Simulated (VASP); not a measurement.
# BaTiO3 (Cm) in VASP: further runs

BaTiO3 is run at these levels: r2SCAN; tasks: single point.

All numbers are computed with VASP 6.6.1; they aren't measurements. Logs are shortened: lines on timing, memory, paths and dates and some standing lists are left out, and cuts for length are marked.

## 1. The cell of the first run

The structure is monoclinic, space group Cm (No. 8). The conventional cell has a = 5.701 Å, b = 5.978 Å, c = 4.024 Å, α = 90.00°, β = 90.29°, γ = 90.00°. Ba (site symmetry m) has 12 O at 2.78 to 2.99 Å and 8 Ti at 3.40 to 3.63 Å within 3.7 Å. Ti (site symmetry m) has 6 O at 1.87 to 2.21 Å within 2.5 Å. O (site symmetry m) has 2 Ti at 1.87 to 2.16 Å within 2.5 Å. O (site symmetry 1) has 2 Ti at 1.93 to 2.21 Å within 2.6 Å.

## 2. Single point, r2SCAN (strain +0.0525 x Voigt [1, 0, 0, 0, 0, 0])

File POSCAR:

```
BaTiO3
1.0
    2.9891565017      1.6397057586      2.3314328269
   -2.9891565017      1.6397057586      2.3314328269
    0.0000000000     -3.2794115171      2.3314328269
Ba Ti O
1 1 3
Direct
    0.0027851043      0.0027851043      0.0027851043
    0.5162478494      0.5162478494      0.5162478494
    0.4897536543      0.4897536543      0.9801597377
    0.4897536543      0.9801597377      0.4897536543
    0.9801597377      0.4897536543      0.4897536543
```

File INCAR.step1:

```
ALGO = Normal
EDIFF = 1E-4
ENCUT = 520
GGA = PE
ISMEAR = 0
LASPH = True
LCHARG = False
LREAL = False
LWAVE = True
NBANDS = 28
NELM = 80
PREC = Accurate
SIGMA = 0.05
```

File INCAR.step2:

```
ALGO = Normal
EDIFF = 1E-6
ENCUT = 520
ISIF = 2
ISMEAR = 0
ISTART = 1
LASPH = True
LCHARG = True
LELF = True
LMIXTAU = True
LREAL = False
LVHAR = True
LWAVE = False
METAGGA = R2SCAN
NBANDS = 28
NELM = 80
PREC = Accurate
SIGMA = 0.05
```

File KPOINTS:

```
k-points
0
Gamma
  6 6 6
```

Potentials or basis: VASP PAW PBE potentials, release 64 (Ba_sv, Ti_sv, O).

On the command line:

```console
$ cat potpaw_PBE.64/Ba_sv/POTCAR potpaw_PBE.64/Ti_sv/POTCAR potpaw_PBE.64/O/POTCAR > POTCAR
$ cp INCAR.step1 INCAR
$ mpirun -np 1 vasp_std > vasp.out
$ cp INCAR.step2 INCAR
$ mpirun -np 1 vasp_std > vasp.out
```

OUTCAR:

```text
EDIFF = 1E-6
   ENCUT = 520
   ISIF = 2
   ISMEAR = 0
   ISTART = 1
   LASPH = True
   LREAL = False
   METAGGA = R2SCAN
   NELM = 80
   PREC = Accurate

 ion  position               nearest neighbor table
   1  0.003  0.003  0.003-   3 2.78   4 2.82   5 2.82   5 2.88   4 2.88   4 2.88   5 2.88   3 2.93
                             4 2.96   5 2.96   3 2.99   3 2.99   2 3.40   2 3.45   2 3.51   2 3.57
   2  0.516  0.516  0.516-   3 1.87   4 1.93   5 1.93   3 2.16   4 2.21   5 2.21   1 3.40   1 3.45
                             1 3.51   1 3.57   1 3.57   1 3.59   1 3.63   1 3.63
   3  0.490  0.490  0.980-   2 1.87   2 2.16   1 2.78   1 2.93   1 2.99   1 2.99
   4  0.490  0.980  0.490-   2 1.93   2 2.21   1 2.82   1 2.88   1 2.88   1 2.96
   5  0.980  0.490  0.490-   2 1.93   2 2.21   1 2.82   1 2.88   1 2.88   1 2.96

  LATTYP: Found a base centered monoclinic cell.
 ALAT       =     5.7006013722
 B/A-ratio  =     1.0487161991
 C/A-ratio  =     0.7058368799
 COS(beta)  =    -0.0050841748

  Lattice vectors:

 A1 = (  -2.9891565017,  -1.6397057586,  -2.3314328269)
 A2 = (   2.9891565017,  -1.6397057586,  -2.3314328269)
 A3 = (   0.0000000000,  -3.2794115171,   2.3314328269)

Analysis of symmetry for initial positions (statically):
=====================================================================
 Subroutine PRICEL returns:
 Original cell was already a primitive cell.

 Routine SETGRP: Setting up the symmetry group for a
 base centered monoclinic supercell.

 Subroutine GETGRP returns: Found  2 space group operations
 (whereof  2 operations were pure point group operations)
 out of a pool of  4 trial point group operations.

The static configuration has the point symmetry C_1h.

Analysis of symmetry for dynamics (positions and initial velocities):
=====================================================================
 Subroutine PRICEL returns:
 Original cell was already a primitive cell.

 Routine SETGRP: Setting up the symmetry group for a
 base centered monoclinic supercell.

 Subroutine GETGRP returns: Found  2 space group operations
 (whereof  2 operations were pure point group operations)
 out of a pool of  4 trial point group operations.

The dynamic configuration has the point symmetry C_1h.

 Subroutine INISYM returns: Found  2 space group operations
 (whereof  2 operations are pure point group operations),
 and found     1 'primitive' translations

----------------------------------------------------------------------------------------

                                     Primitive cell

  volume of cell :      68.5628

  direct lattice vectors                    reciprocal lattice vectors
     2.989156502  1.639705759  2.331432827     0.167271269  0.101644253  0.142973595
    -2.989156502  1.639705759  2.331432827    -0.167271269  0.101644253  0.142973595
     0.000000000 -3.279411517  2.331432827     0.000000000 -0.203288506  0.142973595

  length of vectors
     4.130286987  4.130286987  4.023694686     0.242389522  0.242389522  0.248531015

  position of ions in fractional coordinates (direct lattice)
     0.002785104  0.002785104  0.002785104
     0.516247849  0.516247849  0.516247849
     0.489753654  0.489753654  0.980159738
     0.489753654  0.980159738  0.489753654
     0.980159738  0.489753654  0.489753654

  ion indices of the primitive-cell ions
   primitive index   ion index
                 1           1
                 2           2
                 3           3
                 4           4
                 5           5

----------------------------------------------------------------------------------------

 KPOINTS: k-points

Automatic generation of k-mesh.
 Grid dimensions read from file:
 generate k-points for:    6    6    6

 Generating k-lattice:

  Cartesian coordinates                     Fractional coordinates (reciprocal lattice)
     0.027878545  0.016940709  0.023828933     0.166666667 -0.000000000  0.000000000
    -0.027878545  0.016940709  0.023828933    -0.000000000  0.166666667  0.000000000
     0.000000000 -0.033881418  0.023828933     0.000000000  0.000000000  0.166666667

  Length of vectors
     0.040398254  0.040398254  0.041421836

  Shift w.r.t. Gamma in fractional coordinates (k-lattice)
     0.000000000  0.000000000  0.000000000

 Subroutine IBZKPT returns following result:
 ===========================================

 Found     68 irreducible k-points:

 Following reciprocal coordinates:
            Coordinates               Weight
  0.000000  0.000000  0.000000      1.000000
  0.166667  0.000000 -0.000000      4.000000
  0.333333  0.000000  0.000000      4.000000
  0.500000  0.000000  0.000000      2.000000
  0.166667  0.166667 -0.000000      2.000000
  0.333333  0.166667  0.000000      4.000000
[... 16 lines left out ...]
 -0.333333  0.166667  0.166667      4.000000
 -0.166667  0.166667  0.166667      4.000000
 [... further k-points ...]
   k-points           NKPTS =     68   k-points in BZ     NKDIM =     68   number of bands    NBANDS=     28
   number of dos      NEDOS =    301   number of ions     NIONS =      5
   total plane-waves  NPLWV =  30720
   dimension x,y,z NGX =    32 NGY =   32 NGZ =   30
   dimension x,y,z NGXF=    64 NGYF=   64 NGZF=   60
   ions per type =               1   1   3
   NGX,Y,Z   is equivalent  to a cutoff of  12.88, 12.88, 12.40 a.u.
   NGXF,Y,Z  is equivalent  to a cutoff of  25.76, 25.76, 24.79 a.u.
 SYSTEM =  unknown system
   PREC   = accura    normal or accurate (medium, high low for compatibility)
   ISTART =      1    job   : 0-new  1-cont  2-samecut
   ICHARG =      0    charge: 1-file 2-atom 10-const
   ISPIN  =      1    spin polarized calculation?
   LNONCOLLINEAR =      F non collinear calculations
   LSORBIT =      F    spin-orbit coupling
   LASPH  =      T    aspherical Exc in radial PAW
   ENCUT  =  520.0 eV  38.22 Ry    6.18 a.u.   7.68  7.68  7.48*2*pi/ulx,y,z
   NELM   =     80;   NELMIN=  2; NELMDL=  0     # of ELM steps
   EDIFF  = 0.1E-05   stopping-criterion for ELM
   LREAL  =      F    real-space projection
   EDIFFG = 0.1E-04   stopping-criterion for IOM
   NSW    =      0    number of steps for IOM
   IBRION =     -1    ionic relax: 0-MD 1-quasi-New 2-CG
   NFREE  =      0    steps in history (QN), initial steepest desc. (CG)
   ISIF   =      2    stress and relaxation
   ISYM   =      2    0-nonsym 1-usesym 2-fastsym
   POTIM  = 0.5000    time-step for ionic-motion
   TEBEG  =    0.0;   TEEND  =   0.0 temperature during run
   PSTRESS=    0.0 pullay stress
   NELECT =      40.0000    total number of electrons
   NUPDOWN=      -1.0000    fix difference up-down
   EMIN   =  10.00;   EMAX   =-10.00  energy-range for DOS
   EFERMI =   0.00;   METHOD = LEGACY
   ISMEAR =     0;   SIGMA  =   0.05  broadening in eV -4-tet -1-fermi 0-gaus
   EFERMI_NEDOS =   21; number of points for ismear=-14 and -15
   IALGO  =     38    algorithm
   IMIX   =      4    mixing-type and parameters
     AMIX     =   0.40;   BMIX     =  1.00
     AMIX_MAG =   1.60;   BMIX_MAG =  1.00
  volume/ion in A,a.u.               =      13.71        92.54
  Fermi-wavevector in a.u.,A,eV,Ry     =   1.367934  2.585021 25.459825  1.871244
  Thomas-Fermi vector in A             =   2.493943
   LORBIT       =      0    0 simple, 1 ext, 2 COOP (PROOUT), +10 PAW based schemes
   METAGGA = R2SCAN    functional components
   LHFCALC =     F    Hartree Fock is set to
   AEXX    =    0.0000 exact exchange contribution
   IVDW    =     0    specifies the selected vdW correction
   LEPSILON=     F    determine dielectric tensor
   LRPA    =     F    only Hartree local field effects (RPA)
 non-spin polarized calculation
 Gauss-broadening in eV      SIGMA  =   0.05
  energy-cutoff  :      520.00
  volume of cell :       68.56
 maximum number of plane-waves:      1860
   NGX = 15   NGY = 15   NGZ = 15

 number of electron      40.0000003 magnetization

 Free energy of the ion-electron system (eV)
  ---------------------------------------------------
  ext. energy  EPLUGINS =         0.00000000
  ---------------------------------------------------
  free energy    TOTEN  =       -74.13872587 eV

  energy without entropy =      -74.13872587  energy(sigma->0) =      -74.13872587

 E-fermi :   3.4030     XC(G=0): -11.5205

 val. band max:        3.0224729554   @ k =   0.5000   0.5000   0.5000
 cond. band min:       5.5780257018   @ k =   0.0000   0.0000   0.0000
 fundamental gap:      2.5555527465
 Fermi energy:         3.4029830261

 k-point     1 :       0.0000    0.0000    0.0000
  band No.  band energies     occupation
      1     -55.8033      2.00000
      2     -30.9914      2.00000
      3     -30.9861      2.00000
      4     -30.9352      2.00000
      5     -22.6655      2.00000
      6     -14.7051      2.00000
[... 20 lines left out ...]
     27       8.6506      0.00000
     28      10.4927      0.00000

 k-point     2 :       0.1667    0.0000   -0.0000
  band No.  band energies     occupation
      1     -55.8031      2.00000
      2     -30.9945      2.00000
      3     -30.9875      2.00000
      4     -30.9396      2.00000
      5     -22.6449      2.00000
      6     -14.7242      2.00000
[... 20 lines left out ...]
     27       9.1158      0.00000
     28      11.0923      0.00000

 k-point     3 :       0.3333    0.0000    0.0000
  band No.  band energies     occupation
      1     -55.8028      2.00000
      2     -31.0055      2.00000
      3     -30.9876      2.00000
      4     -30.9457      2.00000
      5     -22.6031      2.00000
      6     -14.8036      2.00000
[... 20 lines left out ...]
     27      10.1738      0.00000
     28      11.7244      0.00000

 k-point     4 :       0.5000    0.0000    0.0000
  band No.  band energies     occupation
      1     -55.8026      2.00000
      2     -31.0123      2.00000
      3     -30.9875      2.00000
      4     -30.9478      2.00000
      5     -22.5819      2.00000
      6     -14.8567      2.00000
[... 578 lines left out ...]
     27      11.3318      0.00000
     28      12.1827      0.00000

 k-point    23 :      -0.3333    0.1667    0.1667
  band No.  band energies     occupation
      1     -55.8024      2.00000
      2     -31.0074      2.00000
      3     -30.9997      2.00000
      4     -30.9520      2.00000
      5     -22.5708      2.00000
      6     -14.6182      2.00000
[... 20 lines left out ...]
     27      10.7651      0.00000
     28      11.8885      0.00000

 k-point    24 :      -0.1667    0.1667    0.1667
  band No.  band energies     occupation
      1     -55.8027      2.00000
      2     -31.0026      2.00000
      3     -30.9952      2.00000
      4     -30.9443      2.00000
      5     -22.6061      2.00000
      6     -14.6233      2.00000
[... 20 lines left out ...]
     27       9.8395      0.00000
     28      11.4665      0.00000

 [... further k-points ...]

------------------------ aborting loop because EDIFF is reached ----------------------------------------

  FORCE on cell =-STRESS in cart. coord.  units (eV):
  Direction    XX          YY          ZZ          XY          YZ          ZX
  --------------------------------------------------------------------------------------
  -------------------------------------------------------------------------------------
  Total       -5.8480228     -1.2486386     -0.9363881      0.0000000      0.3160472      0.0000000
  in kB     -136.6566931    -29.1782079    -21.8815332      0.0000000      7.3853956      0.0000000
  external PRESSURE =     -62.5721447 kB  Pullay stress =       0.0000000 kB

 VOLUME and BASIS-vectors are now :
 -----------------------------------------------------------------------------
  energy-cutoff  :      520.00
  volume of cell :       68.56
      direct lattice vectors                 reciprocal lattice vectors
     2.989156502  1.639705759  2.331432827     0.167271269  0.101644253  0.142973595
    -2.989156502  1.639705759  2.331432827    -0.167271269  0.101644253  0.142973595
     0.000000000 -3.279411517  2.331432827     0.000000000 -0.203288506  0.142973595

 POSITION                                       TOTAL-FORCE (eV/Angst)
 -----------------------------------------------------------------------------------
      0.00000      0.00000      0.01948         0.000000      0.004568      0.007412
      0.00000      0.00000      3.61079         0.000000      0.214630      0.295859
      0.00000     -1.60824      4.56883         0.000000      0.083841     -0.004970
     -1.46590      0.80412      4.56883         0.421454     -0.151520     -0.149150
      1.46590      0.80412      4.56883        -0.421454     -0.151520     -0.149150
 -----------------------------------------------------------------------------------
    total drift:                               -0.000000     -0.000213      0.004880

  FREE ENERGIE OF THE ION-ELECTRON SYSTEM (eV)
  ---------------------------------------------------
  free  energy   TOTEN  =       -74.1387258739 eV

  energy  without entropy=      -74.1387258739  energy(sigma->0) =      -74.13872587
```

It took 6.4 min on 1 thread of Intel Xeon 8259CL, shared host; peak memory 0.27 GiB.

Results:

```
Free energy            : -74.1387 eV
Pressure               : -6.3 GPa
Largest force          : 0.472 eV/Å
Band gap on the k mesh : 2.56 eV (least direct gap 3.01 eV)
```

Forces in eV/Å, atoms in the order of the input:
```
Ba   0.000  0.005  0.007
Ti   0.000  0.215  0.296
O    0.000  0.084 -0.005
O    0.421 -0.152 -0.149
O   -0.421 -0.152 -0.149
```

Caveat: the cell differs from its parent crystal (strain +0.0525 x Voigt [1, 0, 0, 0, 0, 0]); the stress differs along the axes, from -14 to -2 GPa; the PAW data sets were made with another functional, which shifts forces and pressure a little; spin-orbit coupling is left out, which moves the levels of the heavy elements. A k mesh can miss the band edges.

## 3. Single point, r2SCAN (strain +0.0600 x Voigt [1, 0, 0, 0, 0, 0])

POSCAR, as its differences from that of step 2:

```diff
@@ -2,4 +2,4 @@
 1.0
-    2.9891565017      1.6397057586      2.3314328269
-   -2.9891565017      1.6397057586      2.3314328269
+    3.0104569043      1.6397057586      2.3314328269
+   -3.0104569043      1.6397057586      2.3314328269
     0.0000000000     -3.2794115171      2.3314328269
```

File INCAR.step1:

```
PREC = Accurate
ENCUT = 520
ISMEAR = 0
SIGMA = 0.05
LREAL = F
LASPH = T
NELM = 80
NBANDS = 28
GGA = PE
ALGO = Normal
EDIFF = 1E-4
LWAVE = T
LCHARG = F
```

File INCAR.step2:

```
PREC = Accurate
ENCUT = 520
EDIFF = 1E-6
ISMEAR = 0
SIGMA = 0.05
LREAL = F
LASPH = T
NELM = 80
ALGO = Normal
ISIF = 2
LWAVE = F
LCHARG = F
METAGGA = R2SCAN
LMIXTAU = T
NBANDS = 28
ISTART = 1
```

File KPOINTS:

```
regular mesh
0
Gamma
  6 6 6
```

Potentials or basis: VASP PAW PBE potentials, release 64 (Ba_sv, Ti_sv, O).

On the command line:

```console
$ cat potpaw_PBE.64/Ba_sv/POTCAR potpaw_PBE.64/Ti_sv/POTCAR potpaw_PBE.64/O/POTCAR > POTCAR
$ cp INCAR.step1 INCAR
$ mpirun -np 1 vasp_std > vasp.out
$ cp INCAR.step2 INCAR
$ mpirun -np 1 vasp_std > vasp.out
```

OUTCAR:

```text
PREC = Accurate
   ENCUT = 520
   EDIFF = 1E-6
   ISMEAR = 0
   LREAL = F
   LASPH = T
   NELM = 80
   ISIF = 2
   METAGGA = R2SCAN
   ISTART = 1

 ion  position               nearest neighbor table
   1  0.003  0.003  0.003-   3 2.78   4 2.82   5 2.82   5 2.88   4 2.88   4 2.89   5 2.89   3 2.93
                             4 2.97   5 2.97   3 3.01   3 3.01   2 3.40   2 3.45   2 3.51   2 3.59
   2  0.516  0.516  0.516-   3 1.87   4 1.93   5 1.93   3 2.16   4 2.22   5 2.22   1 3.40   1 3.45
                             1 3.51   1 3.59   1 3.59   1 3.59   1 3.65   1 3.65
[... 954 lines left out ...]
  -------------------------------------------------------------------------------------
  Total       -6.6841535     -1.5012054     -1.1293615      0.0000000      0.3744682      0.0000000
  in kB     -155.0902535    -34.8319838    -26.2042091      0.0000000      8.6886639      0.0000000
  external PRESSURE =     -72.0421488 kB  Pullay stress =       0.0000000 kB

 VOLUME and BASIS-vectors are now :
 -----------------------------------------------------------------------------
  energy-cutoff  :      520.00
  volume of cell :       69.05
      direct lattice vectors                 reciprocal lattice vectors
     3.010456904  1.639705759  2.331432827     0.166087745  0.101644253  0.142973595
    -3.010456904  1.639705759  2.331432827    -0.166087745  0.101644253  0.142973595
     0.000000000 -3.279411517  2.331432827     0.000000000 -0.203288506  0.142973595

 POSITION                                       TOTAL-FORCE (eV/Angst)
 -----------------------------------------------------------------------------------
      0.00000      0.00000      0.01948        -0.000000      0.004566      0.012823
      0.00000      0.00000      3.61079        -0.000000      0.235971      0.351838
      0.00000     -1.60824      4.56883        -0.000000      0.106131     -0.015314
     -1.47635      0.80412      4.56883         0.481962     -0.173334     -0.174674
      1.47635      0.80412      4.56883        -0.481962     -0.173334     -0.174674
 -----------------------------------------------------------------------------------
    total drift:                               -0.000000     -0.000430      0.004792

  FREE ENERGIE OF THE ION-ELECTRON SYSTEM (eV)
  ---------------------------------------------------
  free  energy   TOTEN  =       -74.0948290793 eV

  energy  without entropy=      -74.0948290793  energy(sigma->0) =      -74.09482908
```

It took 6.8 min on 1 thread of Intel Xeon 8259CL, shared host; peak memory 0.27 GiB.

What came out:

```yaml
Free_energy: -74.0948 eV
Pressure: -7.2 GPa
Largest_force: 0.541 eV/Å
Band_gap_on_the_k_mesh: 2.51 eV (least direct gap 2.96 eV)
```

Forces in eV/Å, atoms in the order of the input:
```
Ba   0.000  0.005  0.013
Ti   0.000  0.236  0.352
O    0.000  0.106 -0.015
O    0.482 -0.173 -0.175
O   -0.482 -0.173 -0.175
```

Caveat: the cell differs from its parent crystal (strain +0.0600 x Voigt [1, 0, 0, 0, 0, 0]); the stress differs along the axes, from -16 to -3 GPa; the PAW data sets were made with another functional, which shifts forces and pressure a little; spin-orbit coupling is left out, which moves the levels of the heavy elements. A k mesh can miss the band edges.
